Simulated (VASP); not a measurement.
A run of VASP 6.6.1 is set up as follows.

File INCAR:

```
SYSTEM = PbSe
  PREC = Accurate
  ENCUT = 520
  EDIFF = 1E-8
  ISMEAR = 0
  SIGMA = 0.01
  LREAL = .FALSE.
  LASPH = .TRUE.
  NELM = 60
  ALGO = Normal
  ISIF = 2
  LWAVE = .FALSE.
  LCHARG = .FALSE.
  METAGGA = R2SCAN
  LMIXTAU = .TRUE.
  LCALCEPS = .TRUE.
```

KPOINTS

```
regular mesh
0
G
  6 6 6
  0 0 0
```

File POSCAR:

```
PbSe
1.0
    0.0000000000      3.1504762639      3.1504762639
    3.1504762639      0.0000000000      3.1504762639
    3.1504762639      3.1504762639      0.0000000000
Pb Se
1 1
Direct
    0.0000000000      0.0000000000      0.0000000000
    0.5000000000      0.5000000000      0.5000000000
```

Potentials or basis: VASP PAW PBE potentials, release 64 (Pb_d, Se).

Command:

```sh
$ cat potpaw_PBE.64/Pb_d/POTCAR potpaw_PBE.64/Se/POTCAR > POTCAR
$ mpirun -np 1 vasp_std > vasp.out
```

Question: What does it give for the electronic dielectric tensor (diagonal)?

Answer: 15.66.

Question: What does it give for the Born charges (mean of the diagonal)?

Answer: Pb +4.70; Se -4.70 e.

Question: Predict the band gap on the k mesh.

Answer: 0.84 eV.

Born effective charge tensors (e):
atom 1, Pb
```
4.70 0.00 0.00
0.00 4.70 0.00
0.00 0.00 4.70
```
atom 2, Se
```
-4.70  0.00  0.00
 0.00 -4.70  0.00
 0.00  0.00 -4.70
```

Caveat: the cell differs from its parent crystal (strain +2.0%); spin-orbit coupling is left out, which moves the levels of the heavy elements. A k mesh can miss the band edges.
